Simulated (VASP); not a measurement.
Wanted: the native input for a VASP 6.6.1 run.

- Task: single point
- Functional: PBE
- Potentials or basis: VASP PAW PBE potentials, release 64 (Cu)
- Cutoff: 520 eV
- k mesh: 14 × 14 × 16
- Occupations: gaussian, width 0.1 eV
- Spin: no spin polarisation
- Dipole correction: no
- Further INCAR settings: ALGO = Fast; EDIFF = 1e-06; NBANDS = 18

The structure of Cu lies in POSCAR:

```
Cu
1.0
    2.9805724638      0.0000000000      0.0000000000
    0.0000000000      2.9805724638      0.0000000000
    0.0000000000      0.0000000000      2.7425561274
Cu
2
Direct
    0.0000000000      0.0000000000      0.0000000000
    0.5000000000      0.5000000000      0.5000000000
```

This cell differs from its parent crystal: biaxial strain in the a-b plane: +1.0 %.

These files were run (other wordings do the same):

INCAR

```
PREC = Accurate
ENCUT = 520
EDIFF = 1E-6
ISMEAR = 0
SIGMA = 0.1
LREAL = F
LASPH = T
NELM = 80
ALGO = Fast
ISIF = 2
LWAVE = F
LCHARG = F
GGA = PE
NBANDS = 18
```

KPOINTS

```
Automatic mesh
0
Gamma
  14 14 16
```

Potentials or basis: VASP PAW PBE potentials, release 64 (Cu).

The run is started by

```bash
$ cat potpaw_PBE.64/Cu/POTCAR > POTCAR
$ mpirun -np 1 vasp_std > vasp.out
```

Results of the run:

```yaml
Pressure: -0.8 GPa
Band_gap_on_the_k_mesh: zero (band 11 reaches 13.23 eV, above the bottom of band 12 at 5.72 eV)
```

Caveat: the cell differs from its parent crystal (biaxial strain in the a-b plane: +1.0 %).

Wall time 77 s on 1 thread of Intel(R) Xeon(R) Platinum 8259CL CPU @ 2.50GHz (Skylake/Cascade Lake), on a shared host, peak memory 0.22 GiB.
